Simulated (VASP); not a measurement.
# ZrIn (P4/mmm) in VASP: a series of runs

Runs on ZrIn. Level: LDA. Tasks: electric field gradients.

Program: VASP 6.6.1. These are calculated values, not measurements. Logs are shortened: lines on timing, memory, paths and dates and some standing lists are left out, and cuts for length are marked.

### Step 1. The cell of the first run

Symmetry: P4/mmm, No. 123, tetragonal system. The conventional cell has a = 2.410 Å, b = 2.410 Å, c = 3.783 Å, α = 90.00°, β = 90.00°, γ = 90.00°. Zr (site symmetry 4/mmm) has 4 Zr at 2.41 Å and 8 In at 2.55 Å within 3.2 Å. In (site symmetry 4/mmm) has 4 In at 2.41 Å and 8 Zr at 2.55 Å within 3.2 Å.

### Step 2. Electric field gradients, LDA (10.98 Å³/atom)

Input file INCAR:

```
PREC = Accurate
ENCUT = 520
EDIFF = 1E-8
ISMEAR = -1
SIGMA = 0.05
LREAL = False
LASPH = True
NELM = 60
ALGO = Normal
ISIF = 2
LWAVE = False
LCHARG = False
LEFG = True
NBANDS = 20
```

Input file KPOINTS:

```
Automatic mesh
0
Gamma
  12 12 8
```

Input file POSCAR:

```
ZrIn
1.0
    2.4095787582      0.0000000000      0.0000000000
    0.0000000000      2.4095787582      0.0000000000
    0.0000000000      0.0000000000      3.7834381133
Zr In
1 1
Direct
    0.0000000000      0.0000000000      0.0000000000
    0.5000000000      0.5000000000      0.5000000000
```

Potentials or basis: VASP PAW LDA potentials, release 64 (Zr_sv, In_d).

On the command line:

```bash
$ cat potpaw_LDA.64/Zr_sv/POTCAR potpaw_LDA.64/In_d/POTCAR > POTCAR
$ mpirun -np 1 vasp_std > vasp.out
```

OUTCAR:

```text
PREC = Accurate
   ENCUT = 520
   EDIFF = 1E-8
   ISMEAR = -1
   LREAL = False
   LASPH = True
   NELM = 60
   ISIF = 2

 ion  position               nearest neighbor table
   1  0.000  0.000  0.000-   2 2.55   2 2.55   2 2.55   2 2.55   2 2.55   2 2.55   2 2.55   2 2.55

   2  0.500  0.500  0.500-   1 2.55   1 2.55   1 2.55   1 2.55   1 2.55   1 2.55   1 2.55   1 2.55

  LATTYP: Found a simple tetragonal cell.
 ALAT       =     2.4095787582
 C/A-ratio  =     1.5701657812

  Lattice vectors:

 A1 = (   2.4095787582,   0.0000000000,   0.0000000000)
 A2 = (   0.0000000000,   2.4095787582,   0.0000000000)
 A3 = (   0.0000000000,   0.0000000000,   3.7834381133)

Analysis of symmetry for initial positions (statically):
=====================================================================
 Subroutine PRICEL returns:
 Original cell was already a primitive cell.

 Routine SETGRP: Setting up the symmetry group for a
 simple tetragonal supercell.

 Subroutine GETGRP returns: Found 16 space group operations
 (whereof 16 operations were pure point group operations)
 out of a pool of 16 trial point group operations.

The static configuration has the point symmetry D_4h.

Analysis of symmetry for dynamics (positions and initial velocities):
=====================================================================
 Subroutine PRICEL returns:
 Original cell was already a primitive cell.

 Routine SETGRP: Setting up the symmetry group for a
 simple tetragonal supercell.

 Subroutine GETGRP returns: Found 16 space group operations
 (whereof 16 operations were pure point group operations)
 out of a pool of 16 trial point group operations.

The dynamic configuration has the point symmetry D_4h.

 Subroutine INISYM returns: Found 16 space group operations
 (whereof 16 operations are pure point group operations),
 and found     1 'primitive' translations

----------------------------------------------------------------------------------------

                                     Primitive cell

  volume of cell :      21.9669

  direct lattice vectors                    reciprocal lattice vectors
     2.409578758  0.000000000  0.000000000     0.415010299  0.000000000  0.000000000
     0.000000000  2.409578758  0.000000000     0.000000000  0.415010299  0.000000000
     0.000000000  0.000000000  3.783438113     0.000000000  0.000000000  0.264309861

  length of vectors
     2.409578758  2.409578758  3.783438113     0.415010299  0.415010299  0.264309861

  position of ions in fractional coordinates (direct lattice)
     0.000000000  0.000000000  0.000000000
     0.500000000  0.500000000  0.500000000

  ion indices of the primitive-cell ions
   primitive index   ion index
                 1           1
                 2           2

----------------------------------------------------------------------------------------

 KPOINTS: Automatic mesh

Automatic generation of k-mesh.
 Grid dimensions read from file:
 generate k-points for:   12   12    8

 Generating k-lattice:

  Cartesian coordinates                     Fractional coordinates (reciprocal lattice)
     0.034584192  0.000000000  0.000000000     0.083333333  0.000000000  0.000000000
     0.000000000  0.034584192  0.000000000     0.000000000  0.083333333  0.000000000
     0.000000000  0.000000000  0.033038733     0.000000000  0.000000000  0.125000000

  Length of vectors
     0.034584192  0.034584192  0.033038733

  Shift w.r.t. Gamma in fractional coordinates (k-lattice)
     0.000000000  0.000000000  0.000000000

 Subroutine IBZKPT returns following result:
 ===========================================

 Found    140 irreducible k-points:

 Following reciprocal coordinates:
            Coordinates               Weight
  0.000000  0.000000  0.000000      1.000000
  0.083333  0.000000  0.000000      4.000000
  0.166667  0.000000  0.000000      4.000000
  0.250000  0.000000  0.000000      4.000000
  0.333333  0.000000  0.000000      4.000000
  0.416667  0.000000  0.000000      4.000000
[... 16 lines left out ...]
  0.333333  0.333333  0.000000      4.000000
  0.416667  0.333333  0.000000      8.000000
 [... further k-points ...]
   k-points           NKPTS =    140   k-points in BZ     NKDIM =    140   number of bands    NBANDS=     20
   number of dos      NEDOS =    301   number of ions     NIONS =      2
   total plane-waves  NPLWV =   9072
   dimension x,y,z NGX =    18 NGY =   18 NGZ =   28
   dimension x,y,z NGXF=    36 NGYF=   36 NGZF=   56
   ions per type =               1   1
   NGX,Y,Z   is equivalent  to a cutoff of  12.42, 12.42, 12.30 a.u.
   NGXF,Y,Z  is equivalent  to a cutoff of  24.84, 24.84, 24.61 a.u.
 SYSTEM =  unknown system
   PREC   = accura    normal or accurate (medium, high low for compatibility)
   ISTART =      0    job   : 0-new  1-cont  2-samecut
   ICHARG =      2    charge: 1-file 2-atom 10-const
   ISPIN  =      1    spin polarized calculation?
   LNONCOLLINEAR =      F non collinear calculations
   LSORBIT =      F    spin-orbit coupling
   LASPH  =      T    aspherical Exc in radial PAW
   ENCUT  =  520.0 eV  38.22 Ry    6.18 a.u.   4.48  4.48  7.03*2*pi/ulx,y,z
   NELM   =     60;   NELMIN=  2; NELMDL= -5     # of ELM steps
   EDIFF  = 0.1E-07   stopping-criterion for ELM
   LREAL  =      F    real-space projection
   EDIFFG = 0.1E-06   stopping-criterion for IOM
   NSW    =      0    number of steps for IOM
   IBRION =     -1    ionic relax: 0-MD 1-quasi-New 2-CG
   NFREE  =      0    steps in history (QN), initial steepest desc. (CG)
   ISIF   =      2    stress and relaxation
   ISYM   =      2    0-nonsym 1-usesym 2-fastsym
   POTIM  = 0.5000    time-step for ionic-motion
   TEBEG  =    0.0;   TEEND  =   0.0 temperature during run
   PSTRESS=    0.0 pullay stress
   NELECT =      25.0000    total number of electrons
   NUPDOWN=      -1.0000    fix difference up-down
   EMIN   =  10.00;   EMAX   =-10.00  energy-range for DOS
   EFERMI =   0.00;   METHOD = LEGACY
   ISMEAR =    -1;   SIGMA  =   0.05  broadening in eV -4-tet -1-fermi 0-gaus
   EFERMI_NEDOS =   21; number of points for ismear=-14 and -15
   IALGO  =     38    algorithm
   IMIX   =      4    mixing-type and parameters
     AMIX     =   0.40;   BMIX     =  1.00
     AMIX_MAG =   1.60;   BMIX_MAG =  1.00
  volume/ion in A,a.u.               =      10.98        74.12
  Fermi-wavevector in a.u.,A,eV,Ry     =   1.709222  3.229962 39.748614  2.921441
  Thomas-Fermi vector in A             =   2.787746
   LORBIT       =      0    0 simple, 1 ext, 2 COOP (PROOUT), +10 PAW based schemes
   GGA     = CA    functional components
   LHFCALC =     F    Hartree Fock is set to
   AEXX    =    0.0000 exact exchange contribution
   IVDW    =     0    specifies the selected vdW correction
   LEPSILON=     F    determine dielectric tensor
   LRPA    =     F    only Hartree local field effects (RPA)
 non-spin polarized calculation
  energy-cutoff  :      520.00
  volume of cell :       21.97
 maximum number of plane-waves:       609
 NGX is ok and might be reduce to    18
   NGX =  9   NGY =  9   NGZ = 15

 number of electron      24.9999998 magnetization

 Free energy of the ion-electron system (eV)
  ---------------------------------------------------
  ext. energy  EPLUGINS =         0.00000000
  ---------------------------------------------------
  free energy    TOTEN  =        -3.88482514 eV

  energy without entropy =       -3.87643490  energy(sigma->0) =       -3.88063002

 E-fermi :  21.7704     XC(G=0): -15.3147

 val. band max:       21.7378666566   @ k =   0.2500   0.2500   0.3750
 cond. band min:      21.7752569272   @ k =   0.3333   0.0833   0.2500
 fundamental gap:      0.0373902706
 Fermi energy:        21.7704093007

 k-point     1 :       0.0000    0.0000    0.0000
  band No.  band energies     occupation
      1     -27.2057      2.00000
      2      -6.0113      2.00000
      3      -2.6824      2.00000
      4      -2.6824      2.00000
      5       2.2692      2.00000
      6       3.0232      2.00000
[... 12 lines left out ...]
     19      32.8660      0.00000
     20      35.5011      0.00000

 k-point     2 :       0.0833    0.0000    0.0000
  band No.  band energies     occupation
      1     -27.1449      2.00000
      2      -5.9747      2.00000
      3      -3.1480      2.00000
      4      -2.6473      2.00000
      5       2.3818      2.00000
      6       3.1605      2.00000
[... 12 lines left out ...]
     19      33.7673      0.00000
     20      35.4541      0.00000

 k-point     3 :       0.1667    0.0000    0.0000
  band No.  band energies     occupation
      1     -26.9745      2.00000
      2      -5.8742      2.00000
      3      -4.2923      2.00000
      4      -2.5506      2.00000
      5       2.5952      2.00000
      6       3.6234      2.00000
[... 12 lines left out ...]
     19      35.1097      0.00000
     20      35.5171      0.00000

 k-point     4 :       0.2500    0.0000    0.0000
  band No.  band energies     occupation
      1     -26.7305      2.00000
      2      -5.7360      2.00000
      3      -5.6551      2.00000
      4      -2.4162      2.00000
      5       2.7841      2.00000
      6       4.3533      2.00000
[... 12 lines left out ...]
     19      36.6580      0.00000
     20      37.0604      0.00000

 k-point     5 :       0.3333    0.0000    0.0000
  band No.  band energies     occupation
      1     -26.4717      2.00000
      2      -6.8716      2.00000
      3      -5.5970      2.00000
      4      -2.2788      2.00000
      5       2.9370      2.00000
      6       4.6549      2.00000
[... 12 lines left out ...]
     19      37.1001      0.00000
     20      38.5447      0.00000
[... 353 lines left out ...]
      6       4.0795      2.00000
[... 12 lines left out ...]
     19      36.0219      0.00000
     20      36.6739      0.00000

 k-point    22 :       0.5000    0.2500    0.0000
  band No.  band energies     occupation
      1     -25.7519      2.00000
      2      -7.4646      2.00000
      3      -4.9101      2.00000
      4      -4.7240      2.00000
      5       3.5320      2.00000
      6       4.1044      2.00000
[... 12 lines left out ...]
     19      36.6580      0.00000
     20      36.7149      0.00000

 k-point    23 :       0.3333    0.3333    0.0000
  band No.  band energies     occupation
      1     -25.7727      2.00000
      2      -6.1963      2.00000
      3      -6.0330      2.00000
      4      -4.8738      2.00000
      5       3.4279      2.00000
      6       3.9013      2.00000
[... 12 lines left out ...]
     19      36.0975      0.00000
     20      36.5921      0.00000

 k-point    24 :       0.4167    0.3333    0.0000
  band No.  band energies     occupation
      1     -25.5831      2.00000
      2      -6.8996      2.00000
      3      -5.9071      2.00000
      4      -4.6764      2.00000
      5       3.1339      2.00000
      6       3.7943      2.00000
[... 12 lines left out ...]
     19      36.2088      0.00000
     20      36.2119      0.00000

 [... further k-points ...]

------------------------ aborting loop because EDIFF is reached ----------------------------------------

  FORCE on cell =-STRESS in cart. coord.  units (eV):
  Direction    XX          YY          ZZ          XY          YZ          ZX
  --------------------------------------------------------------------------------------
  -------------------------------------------------------------------------------------
  Total       37.1586984     37.1586984     37.1876485      0.0000000      0.0000000      0.0000000
  in kB     2710.2052909   2710.2052909   2712.3167977      0.0000000      0.0000000      0.0000000
  external PRESSURE =    2710.9091265 kB  Pullay stress =       0.0000000 kB

 VOLUME and BASIS-vectors are now :
 -----------------------------------------------------------------------------
  energy-cutoff  :      520.00
  volume of cell :       21.97
      direct lattice vectors                 reciprocal lattice vectors
     2.409578758  0.000000000  0.000000000     0.415010299  0.000000000  0.000000000
     0.000000000  2.409578758  0.000000000     0.000000000  0.415010299  0.000000000
     0.000000000  0.000000000  3.783438113     0.000000000  0.000000000  0.264309861

 POSITION                                       TOTAL-FORCE (eV/Angst)
 -----------------------------------------------------------------------------------
      0.00000      0.00000      0.00000         0.000000      0.000000      0.000000
      1.20479      1.20479      1.89172         0.000000      0.000000      0.000000
 -----------------------------------------------------------------------------------
    total drift:                                0.000000     -0.000000     -0.000000

  FREE ENERGIE OF THE ION-ELECTRON SYSTEM (eV)
  ---------------------------------------------------
  free  energy   TOTEN  =        -3.8848251390 eV

  energy  without entropy=       -3.8764348988  energy(sigma->0) =       -3.88063002

 Electric field gradients (V/A^2)
---------------------------------------------------------------------
 ion       V_xx      V_yy      V_zz      V_xy      V_xz      V_yz
---------------------------------------------------------------------
   1      62.664    62.664  -125.329     0.000     0.000     0.000
   2     108.491   108.491  -216.983    -0.000     0.000     0.000
---------------------------------------------------------------------

 Electric field gradients after diagonalization (V/A^2)
 (convention: |V_zz| > |V_xx| > |V_yy|)
----------------------------------------------------------------------
 ion       V_xx      V_yy      V_zz     asymmetry (V_yy - V_xx)/ V_zz
----------------------------------------------------------------------
   1      62.664    62.664  -125.329       0.000
   2     108.491   108.491  -216.983       0.000
----------------------------------------------------------------------

           NMR quadrupolar parameters

 Cq : quadrupolar parameter    Cq=e*Q*V_zz/h
 eta: asymmetry parameters     (V_yy - V_xx)/ V_zz
 Q  : nuclear electric quadrupole moment in mb (millibarn)
----------------------------------------------------------------------
 ion       Cq(MHz)       eta       Q (mb)
----------------------------------------------------------------------
   1      -0.303       0.000       1.000
   2      -0.525       0.000       1.000
----------------------------------------------------------------------
```

Run time: 30 s. Hardware: 1 thread of AMD EPYC 9R45 (Zen 5), shared host; peak memory 0.13 GiB.

What came out:

* Free energy: -3.8848 eV
* Pressure: 271.1 GPa
* Band gap on the k mesh: zero (an odd number of electrons rules out a gap without spin polarisation)
* Largest electric field gradient by atom: Zr -125.3; In -217.0 V/Å²

Electric field gradients, principal values (V/Å²):
```
atom    least   middle  greatest (by size)
1 Zr   62.664   62.664            -125.329
2 In  108.491  108.491            -216.983
```

Caveat: the cell stands under pressure; without QUAD_EFG the Cq values of the log hold for a quadrupole moment of 1 mb, not for the nuclei; spin-orbit coupling is left out, which moves the levels of the heavy elements.

### Step 3. Electric field gradients, LDA (12.08 Å³/atom)

This run uses another cell than the first one, of 12.08 Å³/atom.

Input file INCAR:

```
SYSTEM = ZrIn
PREC = Accurate
ENCUT = 520
EDIFF = 1E-8
ISMEAR = -1
SIGMA = 0.05
LREAL = .FALSE.
LASPH = .TRUE.
NELM = 80
ALGO = Normal
ISIF = 2
LWAVE = .FALSE.
LCHARG = .FALSE.
LEFG = .TRUE.
NBANDS = 20
```

Input file KPOINTS:

```
regular mesh
0
G
  12 12 8
  0 0 0
```

Input file POSCAR:

```
ZrIn
1.0
    2.4978483375      0.0000000000      0.0000000000
    0.0000000000      2.4978483375      0.0000000000
    0.0000000000      0.0000000000      3.8728389752
Zr In
1 1
Direct
    0.0000000000      0.0000000000      0.0000000000
    0.5000000000      0.5000000000      0.5000000000
```

Potentials or basis: VASP PAW LDA potentials, release 64 (Zr_sv, In_d).

On the command line:

```bash
$ cat potpaw_LDA.64/Zr_sv/POTCAR potpaw_LDA.64/In_d/POTCAR > POTCAR
$ mpirun -np 1 vasp_std > vasp.out
```

OUTCAR:

```text
SYSTEM = ZrIn
   PREC = Accurate
   ENCUT = 520
   EDIFF = 1E-8
   ISMEAR = -1
   LREAL = .FALSE.
   LASPH = .TRUE.
   NELM = 80
   ISIF = 2

 ion  position               nearest neighbor table
   1  0.000  0.000  0.000-   2 2.62   2 2.62   2 2.62   2 2.62   2 2.62   2 2.62   2 2.62   2 2.62

   2  0.500  0.500  0.500-   1 2.62   1 2.62   1 2.62   1 2.62   1 2.62   1 2.62   1 2.62   1 2.62

  LATTYP: Found a simple tetragonal cell.
 ALAT       =     2.4978483375
 C/A-ratio  =     1.5504700254

  Lattice vectors:

 A1 = (   2.4978483375,   0.0000000000,   0.0000000000)
[... 765 lines left out ...]
  ---------------------------------------------------
  free  energy   TOTEN  =        -6.9988135905 eV

  energy  without entropy=       -6.9883058532  energy(sigma->0) =       -6.99355972

 Electric field gradients (V/A^2)
---------------------------------------------------------------------
 ion       V_xx      V_yy      V_zz      V_xy      V_xz      V_yz
---------------------------------------------------------------------
   1      40.385    40.385   -80.771     0.000    -0.000    -0.000
   2     108.161   108.161  -216.323     0.000    -0.000     0.000
---------------------------------------------------------------------

 Electric field gradients after diagonalization (V/A^2)
 (convention: |V_zz| > |V_xx| > |V_yy|)
----------------------------------------------------------------------
 ion       V_xx      V_yy      V_zz     asymmetry (V_yy - V_xx)/ V_zz
----------------------------------------------------------------------
   1      40.385    40.385   -80.771       0.000
   2     108.161   108.161  -216.323       0.000
----------------------------------------------------------------------

           NMR quadrupolar parameters

 Cq : quadrupolar parameter    Cq=e*Q*V_zz/h
 eta: asymmetry parameters     (V_yy - V_xx)/ V_zz
 Q  : nuclear electric quadrupole moment in mb (millibarn)
----------------------------------------------------------------------
 ion       Cq(MHz)       eta       Q (mb)
----------------------------------------------------------------------
   1      -0.195       0.000       1.000
   2      -0.523       0.000       1.000
----------------------------------------------------------------------
```

stdout:

```text
POSCAR found type information on POSCAR ZrIn
 POSCAR found :  2 types and       2 ions
 scaLAPACK will be used
 LDA part: xc-table for (Slater(with rela. corr.)+CA(PZ))
 , standard interpolation
 POSCAR, INCAR and KPOINTS ok, starting setup
 FFT: planning ... GRIDC
 FFT: planning ... GRID_SOFT
 FFT: planning ... GRID
 WAVECAR not read
 entering main loop
ion   1

ion   2
```

Run time: 34 s. Hardware: 1 thread of AMD EPYC 9R45 (Zen 5), shared host; peak memory 0.14 GiB.

Results:

* Free energy: -6.9988 eV
* Pressure: 188.5 GPa
* Band gap on the k mesh: zero (an odd number of electrons rules out a gap without spin polarisation)
* Largest electric field gradient by atom: Zr -80.8; In -216.3 V/Å²

Levels at points of the mesh, in eV from the Fermi level:
| k point | band 11 | band 12 | band 13 | band 14 | band 15 | band 16 |
| --- | --- | --- | --- | --- | --- | --- |
| (0.00, 0.00, 0.00) | -3.18 | -2.95 | 0.17 | 5.23 | 5.23 | 8.85 |
| (0.50, 0.00, 0.00) | -5.49 | -4.37 | -1.79 | 2.58 | 5.47 | 8.37 |
| (0.50, 0.50, 0.00) | -0.86 | -0.86 | -0.27 | -0.27 | 1.36 | 5.17 |
| (0.00, 0.00, 0.50) | -5.99 | -3.50 | -1.76 | 3.03 | 3.03 | 8.73 |
| (0.50, 0.00, 0.50) | -4.39 | -1.39 | 0.83 | 3.05 | 3.33 | 5.86 |
| (0.50, 0.50, 0.50) | -5.39 | -5.39 | 2.20 | 3.00 | 6.81 | 7.41 |

Electric field gradients, principal values (V/Å²):
| atom | least | middle | greatest (by size) |
| --- | --- | --- | --- |
| 1 Zr | 40.385 | 40.385 | -80.771 |
| 2 In | 108.161 | 108.161 | -216.323 |

Caveat: the cell stands under pressure; without QUAD_EFG the Cq values of the log hold for a quadrupole moment of 1 mb, not for the nuclei; spin-orbit coupling is left out, which moves the levels of the heavy elements.

The gap in the log of VASP goes by the Fermi energy; the results here count the filled bands.